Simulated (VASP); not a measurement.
SrCl2, 3 atoms in the cell. It takes space group I4/mmm (No. 139, tetragonal). Conventional cell: a = 5.245 Å, b = 5.245 Å, c = 6.846 Å, α = 90.00°, β = 90.00°, γ = 90.00°. Within 4.1 Å of Sr (site symmetry 4/mmm) lie 8 Cl at 3.13 Å. Within 4.1 Å of Cl (site symmetry -4m2) lie 4 Sr at 3.13 Å and 6 Cl at 3.42 to 3.71 Å.  This cell differs from its parent crystal: volume 31.382 Å^3 an atom, c/a of the conventional cell 0.9230.

| Quantity | Value |
| --- | --- |
| Program | VASP 6.6.1 |
| Task | single point |
| Functional | PBE |
| Potentials or basis | VASP PAW PBE potentials, release 64 (Sr_sv, Cl) |
| Cutoff | 520 eV |
| k mesh | 6 × 6 × 6 |
| Occupations | gaussian, width 0.05 eV |
| Spin | no spin polarisation |
| Dipole correction | no |
| Further INCAR settings | ALGO = Normal; EDIFF = 1e-07; NBANDS = 19 |

Potentials or basis: VASP PAW PBE potentials, release 64 (Sr_sv, Cl).

The run is started by

```sh
$ cat potpaw_PBE.64/Sr_sv/POTCAR potpaw_PBE.64/Cl/POTCAR > POTCAR
$ mpirun -np 1 vasp_std > vasp.out
```

Hardware: 1 thread of Intel(R) Xeon(R) 6975P-C (Granite Rapids) (shared host).

How long does it take, and how much memory?

Wall time 28 s on 1 thread of Intel(R) Xeon(R) 6975P-C (Granite Rapids), on a shared host, peak memory 0.25 GiB. Counts: scf iterations 15, k points 30.
